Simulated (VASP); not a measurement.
# Sc (P6_3/mmc) in VASP: further runs

The runs below take Sc through single point, relaxation of cell and atoms, with PBEsol.

All numbers are computed with VASP 6.6.1; they aren't measurements. Logs are shortened: lines on timing, memory, paths and dates and some standing lists are left out, and cuts for length are marked.

**1. The cell of the first run**

The structure is hexagonal, space group P6_3/mmc (No. 194). The conventional cell has a = 3.275 Å, b = 3.275 Å, c = 5.106 Å, α = 90.00°, β = 90.00°, γ = 120.00°. Sc (site symmetry -6m2) has 12 Sc at 3.18 to 3.28 Å within 4.2 Å.

**2. Single point, PBEsol**

File INCAR:

```
SYSTEM = Sc
ALGO     = Normal         ! electronic algorithm
EDIFF    = 1E-6           ! SCF threshold, eV
ENCUT    = 500            ! plane-wave cutoff, eV
GGA      = PS             ! functional
GGA_COMPAT= .FALSE.      
ISIF     = 2              ! what is computed and relaxed
ISMEAR   = -1             ! smearing method
LASPH    = .TRUE.         ! aspherical terms in the spheres
LCHARG   = .TRUE.         ! write CHGCAR
LELF     = .TRUE.         ! ELF
LREAL    = .FALSE.        ! projectors in reciprocal space
LVHAR    = .TRUE.       
LWAVE    = .FALSE.        ! write WAVECAR
NBANDS   = 18             ! bands
NELM     = 120            ! most SCF steps
PREC     = Accurate       ! precision mode
SIGMA    = 0.1            ! smearing width, eV
```

File KPOINTS:

```
k-points
0
G
  12 12 8
  0 0 0
```

File POSCAR:

```
Sc
1.0
    3.2751724401      0.0000000000      0.0000000000
   -1.6375862201      2.8363825349      0.0000000000
    0.0000000000      0.0000000000      5.1062558382
Sc
2
Direct
    0.3333333333      0.6666666667      0.2500000000
    0.6666666667      0.3333333333      0.7500000000
```

Potentials or basis: VASP PAW PBE potentials, release 64 (Sc_sv).

Launch:

```
$ cat potpaw_PBE.64/Sc_sv/POTCAR > POTCAR
$ mpirun -np 1 vasp_std > vasp.out
```

OUTCAR:

```text
SYSTEM = Sc
   EDIFF = 1E-6
   ENCUT = 500
   GGA = PS
   ISIF = 2
   ISMEAR = -1
   LASPH = .TRUE.
   LREAL = .FALSE.
   NELM = 120
   PREC = Accurate

 ion  position               nearest neighbor table
   1  0.333  0.667  0.250-   2 3.18   2 3.18   2 3.18   2 3.18   2 3.18   2 3.18
   2  0.667  0.333  0.750-   1 3.18   1 3.18   1 3.18   1 3.18   1 3.18   1 3.18

  LATTYP: Found a hexagonal cell.
 ALAT       =     3.2751724401
 C/A-ratio  =     1.5590799970

  Lattice vectors:

 A1 = (   3.2751724401,   0.0000000000,   0.0000000000)
 A2 = (  -1.6375862201,   2.8363825349,   0.0000000000)
 A3 = (   0.0000000000,   0.0000000000,   5.1062558382)

Analysis of symmetry for initial positions (statically):
=====================================================================
 Subroutine PRICEL returns:
 Original cell was already a primitive cell.

 Routine SETGRP: Setting up the symmetry group for a
 hexagonal supercell.

 Subroutine GETGRP returns: Found 24 space group operations
 (whereof 12 operations were pure point group operations)
 out of a pool of 24 trial point group operations.

The static configuration has the point symmetry D_3d.
 The point group associated with its full space group is D_6h.

Analysis of symmetry for dynamics (positions and initial velocities):
=====================================================================
 Subroutine PRICEL returns:
 Original cell was already a primitive cell.

 Routine SETGRP: Setting up the symmetry group for a
 hexagonal supercell.

 Subroutine GETGRP returns: Found 24 space group operations
 (whereof 12 operations were pure point group operations)
 out of a pool of 24 trial point group operations.

The dynamic configuration has the point symmetry D_3d.
 The point group associated with its full space group is D_6h.

 Subroutine INISYM returns: Found 24 space group operations
 (whereof 12 operations are pure point group operations),
 and found     1 'primitive' translations

----------------------------------------------------------------------------------------

                                     Primitive cell

  volume of cell :      47.4353

  direct lattice vectors                    reciprocal lattice vectors
     3.275172440  0.000000000  0.000000000     0.305327435  0.176280877  0.000000000
    -1.637586220  2.836382535  0.000000000     0.000000000  0.352561753  0.000000000
     0.000000000  0.000000000  5.106255838     0.000000000  0.000000000  0.195838209

  length of vectors
     3.275172440  3.275172440  5.106255838     0.352561753  0.352561753  0.195838209

  position of ions in fractional coordinates (direct lattice)
     0.333333333  0.666666667  0.250000000
     0.666666667  0.333333333  0.750000000

  ion indices of the primitive-cell ions
   primitive index   ion index
                 1           1
                 2           2

----------------------------------------------------------------------------------------

 KPOINTS: k-points

Automatic generation of k-mesh.
 Grid dimensions read from file:
 generate k-points for:   12   12    8

 Generating k-lattice:

  Cartesian coordinates                     Fractional coordinates (reciprocal lattice)
     0.025443953  0.014690073  0.000000000     0.083333333  0.000000000  0.000000000
     0.000000000  0.029380146  0.000000000     0.000000000  0.083333333  0.000000000
     0.000000000  0.000000000  0.024479776     0.000000000  0.000000000  0.125000000

  Length of vectors
     0.029380146  0.029380146  0.024479776

  Shift w.r.t. Gamma in fractional coordinates (k-lattice)
     0.000000000  0.000000000  0.000000000

 Subroutine IBZKPT returns following result:
 ===========================================

 Found     95 irreducible k-points:

 Following reciprocal coordinates:
            Coordinates               Weight
  0.000000  0.000000  0.000000      1.000000
  0.083333  0.000000  0.000000      6.000000
  0.166667  0.000000  0.000000      6.000000
  0.250000  0.000000  0.000000      6.000000
  0.333333  0.000000  0.000000      6.000000
  0.416667  0.000000  0.000000      6.000000
[... 16 lines left out ...]
  0.250000  0.000000  0.125000     12.000000
  0.333333  0.000000  0.125000     12.000000
 [... further k-points ...]
   k-points           NKPTS =     95   k-points in BZ     NKDIM =     95   number of bands    NBANDS=     18
   number of dos      NEDOS =    301   number of ions     NIONS =      2
   total plane-waves  NPLWV =  23040
   dimension x,y,z NGX =    24 NGY =   24 NGZ =   40
   dimension x,y,z NGXF=    48 NGYF=   48 NGZF=   80
   ions per type =               2
   NGX,Y,Z   is equivalent  to a cutoff of  12.18, 12.18, 13.02 a.u.
   NGXF,Y,Z  is equivalent  to a cutoff of  24.36, 24.36, 26.05 a.u.
 SYSTEM =  Sc
   PREC   = accura    normal or accurate (medium, high low for compatibility)
   ISTART =      0    job   : 0-new  1-cont  2-samecut
   ICHARG =      2    charge: 1-file 2-atom 10-const
   ISPIN  =      1    spin polarized calculation?
   LNONCOLLINEAR =      F non collinear calculations
   LSORBIT =      F    spin-orbit coupling
   LASPH  =      T    aspherical Exc in radial PAW
   ENCUT  =  500.0 eV  36.75 Ry    6.06 a.u.   5.97  5.97  9.31*2*pi/ulx,y,z
   NELM   =    120;   NELMIN=  2; NELMDL= -5     # of ELM steps
   EDIFF  = 0.1E-05   stopping-criterion for ELM
   LREAL  =      F    real-space projection
   EDIFFG = 0.1E-04   stopping-criterion for IOM
   NSW    =      0    number of steps for IOM
   IBRION =     -1    ionic relax: 0-MD 1-quasi-New 2-CG
   NFREE  =      0    steps in history (QN), initial steepest desc. (CG)
   ISIF   =      2    stress and relaxation
   ISYM   =      2    0-nonsym 1-usesym 2-fastsym
   POTIM  = 0.5000    time-step for ionic-motion
   TEBEG  =    0.0;   TEEND  =   0.0 temperature during run
   PSTRESS=    0.0 pullay stress
   NELECT =      22.0000    total number of electrons
   NUPDOWN=      -1.0000    fix difference up-down
   EMIN   =  10.00;   EMAX   =-10.00  energy-range for DOS
   EFERMI =   0.00;   METHOD = LEGACY
   ISMEAR =    -1;   SIGMA  =   0.10  broadening in eV -4-tet -1-fermi 0-gaus
   EFERMI_NEDOS =   21; number of points for ismear=-14 and -15
   IALGO  =     38    algorithm
   IMIX   =      4    mixing-type and parameters
     AMIX     =   0.40;   BMIX     =  1.00
     AMIX_MAG =   1.60;   BMIX_MAG =  1.00
  volume/ion in A,a.u.               =      23.72       160.05
  Fermi-wavevector in a.u.,A,eV,Ry     =   1.267210  2.394679 21.848519  1.605821
  Thomas-Fermi vector in A             =   2.400370
   LORBIT       =      0    0 simple, 1 ext, 2 COOP (PROOUT), +10 PAW based schemes
   GGA     = PS    functional components
   LHFCALC =     F    Hartree Fock is set to
   AEXX    =    0.0000 exact exchange contribution
   IVDW    =     0    specifies the selected vdW correction
   LEPSILON=     F    determine dielectric tensor
   LRPA    =     F    only Hartree local field effects (RPA)
 non-spin polarized calculation
  energy-cutoff  :      500.00
  volume of cell :       47.44
 maximum number of plane-waves:      1236
 NGX is ok and might be reduce to    24
   NGX = 11   NGY = 11   NGZ = 19

 number of electron      22.0000006 magnetization

 Free energy of the ion-electron system (eV)
  ---------------------------------------------------
  ext. energy  EPLUGINS =         0.00000000
  ---------------------------------------------------
  free energy    TOTEN  =       -13.27367289 eV

  energy without entropy =      -13.15351916  energy(sigma->0) =      -13.21359602

 E-fermi :   3.7988     XC(G=0): -10.1478

 val. band max:        3.7893859722   @ k =   0.4167   0.1667   0.3750
 cond. band min:       3.8083026910   @ k =   0.2500   0.1667   0.3750
 fundamental gap:      0.0189167188
 Fermi energy:         3.7987634907

 k-point     1 :       0.0000    0.0000    0.0000
  band No.  band energies     occupation
      1     -45.3019      2.00000
      2     -45.2165      2.00000
      3     -24.2623      2.00000
      4     -23.8612      2.00000
      5     -23.8612      2.00000
      6     -23.7852      2.00000
[... 10 lines left out ...]
     17       6.1977      0.00000
     18       6.1977      0.00000

 k-point     2 :       0.0833    0.0000    0.0000
  band No.  band energies     occupation
      1     -45.2980      2.00000
      2     -45.2152      2.00000
      3     -24.2519      2.00000
      4     -23.8813      2.00000
      5     -23.8682      2.00000
      6     -23.8063      2.00000
[... 10 lines left out ...]
     17       6.0729      0.00000
     18       6.0998      0.00000

 k-point     3 :       0.1667    0.0000    0.0000
  band No.  band energies     occupation
      1     -45.2871      2.00000
      2     -45.2119      2.00000
      3     -24.2219      2.00000
      4     -23.9364      2.00000
      5     -23.8866      2.00000
      6     -23.8629      2.00000
[... 10 lines left out ...]
     17       6.2117      0.00000
     18       6.3109      0.00000

 k-point     4 :       0.2500    0.0000    0.0000
  band No.  band energies     occupation
      1     -45.2715      2.00000
      2     -45.2080      2.00000
      3     -24.1768      2.00000
      4     -24.0127      2.00000
      5     -23.9375      2.00000
      6     -23.9108      2.00000
[... 10 lines left out ...]
     17       6.6024      0.00000
     18       6.7494      0.00000

 k-point     5 :       0.3333    0.0000    0.0000
  band No.  band energies     occupation
      1     -45.2545      2.00000
      2     -45.2054      2.00000
      3     -24.1235      2.00000
      4     -24.0897      2.00000
      5     -24.0094      2.00000
      6     -23.9341      2.00000
[... 10 lines left out ...]
     17       7.1165      0.00000
     18       7.2491      0.00000

 k-point     6 :       0.4167    0.0000    0.0000
  band No.  band energies     occupation
      1     -45.2402      2.00000
      2     -45.2054      2.00000
      3     -24.1464      2.00000
      4     -24.0738      2.00000
      5     -24.0606      2.00000
      6     -23.9508      2.00000
[... 10 lines left out ...]
     17       7.7233      0.00000
     18       7.8156      0.00000

 k-point     7 :       0.5000    0.0000    0.0000
  band No.  band energies     occupation
      1     -45.2341      2.00000
      2     -45.2062      2.00000
      3     -24.1672      2.00000
      4     -24.0791      2.00000
      5     -24.0503      2.00000
      6     -23.9568      2.00000
[... 10 lines left out ...]
     17       7.9410      0.00000
     18       8.0339      0.00000

 k-point     8 :       0.0833    0.0833    0.0000
  band No.  band energies     occupation
      1     -45.2906      2.00000
      2     -45.2129      2.00000
      3     -24.2317      2.00000
      4     -23.9148      2.00000
      5     -23.8889      2.00000
      6     -23.8384      2.00000
[... 10 lines left out ...]
     17       6.0643      0.00000
     18       6.2574      0.00000
[... 229 lines left out ...]
     17       7.5640      0.00000
     18       7.8148      0.00000

 k-point    20 :       0.0000    0.0000    0.1250
  band No.  band energies     occupation
      1     -45.2987      2.00000
      2     -45.2198      2.00000
      3     -24.2440      2.00000
      4     -23.8583      2.00000
      5     -23.8583      2.00000
      6     -23.7881      2.00000
[... 10 lines left out ...]
     17       6.3358      0.00000
     18       6.3358      0.00000

 k-point    21 :       0.0833    0.0000    0.1250
  band No.  band energies     occupation
      1     -45.2948      2.00000
      2     -45.2184      2.00000
      3     -24.2346      2.00000
      4     -23.8778      2.00000
      5     -23.8651      2.00000
      6     -23.8164      2.00000
[... 10 lines left out ...]
     17       6.2729      0.00000
     18       6.2972      0.00000

 k-point    22 :       0.1667    0.0000    0.1250
  band No.  band energies     occupation
      1     -45.2842      2.00000
      2     -45.2148      2.00000
      3     -24.2085      2.00000
      4     -23.9311      2.00000
      5     -23.8832      2.00000
      6     -23.8759      2.00000
[... 10 lines left out ...]
     17       6.3201      0.00000
     18       6.3791      0.00000

 k-point    23 :       0.2500    0.0000    0.1250
  band No.  band energies     occupation
      1     -45.2691      2.00000
      2     -45.2104      2.00000
      3     -24.1724      2.00000
      4     -24.0021      2.00000
      5     -23.9506      2.00000
      6     -23.9069      2.00000
[... 10 lines left out ...]
     17       6.6744      0.00000
     18       6.7134      0.00000

 k-point    24 :       0.3333    0.0000    0.1250
  band No.  band energies     occupation
      1     -45.2526      2.00000
      2     -45.2073      2.00000
      3     -24.1483      2.00000
      4     -24.0577      2.00000
      5     -24.0189      2.00000
      6     -23.9297      2.00000
[... 10 lines left out ...]
     17       7.1346      0.00000
     18       7.1828      0.00000

 [... further k-points ...]

------------------------ aborting loop because EDIFF is reached ----------------------------------------

  FORCE on cell =-STRESS in cart. coord.  units (eV):
  Direction    XX          YY          ZZ          XY          YZ          ZX
  --------------------------------------------------------------------------------------
  -------------------------------------------------------------------------------------
  Total       -0.0003410     -0.0003410     -0.0054638      0.0000000      0.0000000      0.0000000
  in kB       -0.0115168     -0.0115168     -0.1845456      0.0000000      0.0000000      0.0000000
  external PRESSURE =      -0.0691931 kB  Pullay stress =       0.0000000 kB

 VOLUME and BASIS-vectors are now :
 -----------------------------------------------------------------------------
  energy-cutoff  :      500.00
  volume of cell :       47.44
      direct lattice vectors                 reciprocal lattice vectors
     3.275172440  0.000000000  0.000000000     0.305327435  0.176280877  0.000000000
    -1.637586220  2.836382535  0.000000000     0.000000000  0.352561753  0.000000000
     0.000000000  0.000000000  5.106255838     0.000000000  0.000000000  0.195838209

 POSITION                                       TOTAL-FORCE (eV/Angst)
 -----------------------------------------------------------------------------------
     -0.00000      1.89092      1.27656         0.000000     -0.000000      0.000000
      1.63759      0.94546      3.82969         0.000000      0.000000      0.000000
 -----------------------------------------------------------------------------------
    total drift:                               -0.000000      0.000000     -0.000000

  FREE ENERGIE OF THE ION-ELECTRON SYSTEM (eV)
  ---------------------------------------------------
  free  energy   TOTEN  =       -13.2736728855 eV

  energy  without entropy=      -13.1535191557  energy(sigma->0) =      -13.21359602
```

Wall time 88 s (1 thread of AMD EPYC 7R43 (Zen 3), shared host); peak memory 0.16 GiB.

What came out:

| Item | Value |
| --- | --- |
| Free energy | -13.2737 eV |
| Pressure | 0.0 GPa |
| Band gap on the k mesh | zero (bands 11 and 12 overlap by 1.54 eV) |

Caveat: the PAW data sets were made with another functional, which shifts forces and pressure a little.

(Continued in part 2 of 2.)
